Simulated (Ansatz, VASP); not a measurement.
Two plane-wave programs on Al3B2As

The input INCAR:

```
SYSTEM = Al3B2As
ALGO = Normal ; EDIFF = 1E-7
EDIFFG = -0.01 ; ENCUT = 600
GGA = PE ; IBRION = 2
ISIF = 3 ; ISMEAR = 0
LASPH = .True. ; LCHARG = .False.
LREAL = .False. ; LWAVE = .False.
NELM = 100 ; NSW = 100
PREC = Accurate ; SIGMA = 0.1
```

File KPOINTS:

```
k-points
0
Gamma
  12 12 10
  0 0 0
```

Contents of POSCAR:

```
Al3B2As
1.0
    1.6592214603     -6.7821298521      0.0000000000
    1.6592214603      6.7821298521      0.0000000000
    0.0000000000      0.0000000000      3.9388614527
Al B As
3 2 1
Direct
    0.1597760883      0.8402239117      0.0000000000
    0.8402239117      0.1597760883      0.0000000000
    0.0000000000      0.0000000000      0.5000000000
    0.0000000000      0.5000000000      0.5000000000
    0.5000000000      0.0000000000      0.5000000000
    0.5000000000      0.5000000000      0.0000000000
```

Input for Ansatz:

```yaml
crystal:
  lattice:
    - [1.6592214603, -6.7821298521, 0.0]
    - [1.6592214603, 6.7821298521, 0.0]
    - [0.0, 0.0, 3.9388614527]
  atoms:
    - { symbol: Al, position: [0.1597760883, 0.8402239117, 0.0] }
    - { symbol: Al, position: [0.8402239117, 0.1597760883, 0.0] }
    - { symbol: Al, position: [0.0, 0.0, 0.5] }
    - { symbol: B, position: [0.0, 0.5, 0.5] }
    - { symbol: B, position: [0.5, 0.0, 0.5] }
    - { symbol: As, position: [0.5, 0.5, 0.0] }
basis:
  ecutwfc: 420
kpoints:
  mp_grid: { grid: [12, 12, 10] }
hamiltonian:
  xc: pbe
scf:
  occupations: { method: gaussian, width: 0.1 }
output:
  forces: true
  stress: true
  eigenvalues: true
  write_density: true
  write_potential: true
  elf: true
  volumetric_format: npy
relax:
  adjacent_minimum: "off"
  f_tol: 0.01
  max_steps: 80
  cell: { stress_tol: 0.05 }
```

Change from the starting cell: species swapped into the LaNi3Rh2 type (Cmmm, No. 65).

Alike in both runs: task relaxation of cell and atoms; functional PBE; k mesh 12 × 12 × 10; occupations gaussian, width 0.1 eV; no spin polarisation.

|  | VASP | Ansatz |
| --- | --- | --- |
| version | VASP 6.6.1 | Ansatz 0.2.0 |
| potentials or method | VASP PAW PBE potentials, release 64 (Al, B, As), cutoff 600 eV | scalar-relativistic, plane waves, PAW |
| valence electrons in the cell | 20 | 30 |

```csv
,VASP,Ansatz,Ansatz less VASP
"gap on the k mesh at the Fermi level, each at its own relaxed structure (eV)",none,none,-
relaxed volume (Å³/atom),14.54,14.56,+0.017
relaxed cell length with the largest relative difference (Å),6.980,7.008,+0.0286
```

A gap of «none» marks a metal or a gap that the smearing closes. VASP's potentials hold 20 valence electrons a cell and Ansatz's 30, so a difference there can come from the potentials and not from the codes.
